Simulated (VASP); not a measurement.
**AlH4: single point with PBE**

Crystal: AlH4.

```xyz
5
Lattice="2.5829 0.0000 0.0000 0.0000 3.7061 3.6550 0.0000 -3.7061 3.6550" Properties=species:S:1:pos:R:3 pbc="T T T"
Al    0.0000    0.0000    7.2884
H     0.0000   -1.5314    1.5519
H     0.0000   -2.1136    2.1174
H     0.0000    1.5314    1.5519
H     0.0000    2.1136    2.1174
```

```yaml
Program: VASP 6.6.1
Task: single point
Functional: PBE
Potentials_or_basis: VASP PAW PBE potentials, release 64 (Al, H)
Cutoff: 500 eV
k_mesh: 6 × 4 × 4
Occupations: gaussian, width 0.1 eV
Spin: no spin polarisation
Dipole_correction: no
Further_INCAR_settings: ALGO = Normal; EDIFF = 1e-06; NBANDS = 12
```

* Pressure: 0.3 GPa
* Largest force: 0.036 eV/Å

Forces on the atoms (eV/Å):
```
Al   0.000  0.000 -0.001
H    0.000 -0.024  0.026
H    0.000  0.026 -0.025
H    0.000  0.024  0.026
H    0.000 -0.026 -0.025
```

Stress tensor (GPa, compression positive):
```
0.25 0.00 0.00
0.00 0.38 0.00
0.00 0.00 0.37
```

Levels at points of the mesh, in eV from the Fermi level:
| k point | band 1 | band 2 | band 3 | band 4 | band 5 | band 6 | band 7 | band 8 |
| --- | --- | --- | --- | --- | --- | --- | --- | --- |
| (0.00, 0.00, 0.00) | -9.72 | -7.91 | -3.92 | -1.76 | -1.75 | 4.99 | 6.35 | 6.52 |
| (0.50, 0.00, 0.00) | -7.34 | -6.42 | -1.97 | 1.47 | 1.93 | 1.95 | 5.47 | 5.47 |
| (0.00, 0.50, 0.00) | -9.13 | -8.54 | -5.19 | -1.61 | 1.61 | 3.97 | 4.27 | 4.65 |
| (0.50, 0.50, 0.00) | -6.94 | -6.79 | -1.81 | -0.37 | 2.03 | 3.30 | 5.64 | 5.76 |
| (0.00, 0.50, 0.50) | -8.52 | -8.49 | -6.94 | 1.53 | 2.22 | 2.26 | 3.32 | 5.23 |
| (0.50, 0.50, 0.50) | -6.79 | -6.77 | -1.75 | -1.65 | 3.51 | 3.55 | 5.87 | 6.13 |

Run time: 8.9 s on 1 thread of Intel(R) Xeon(R) 6975P-C (Granite Rapids), with other jobs on the host, peak memory 0.17 GiB.

Caveat: the k points lie up to 0.41 Å⁻¹ apart.
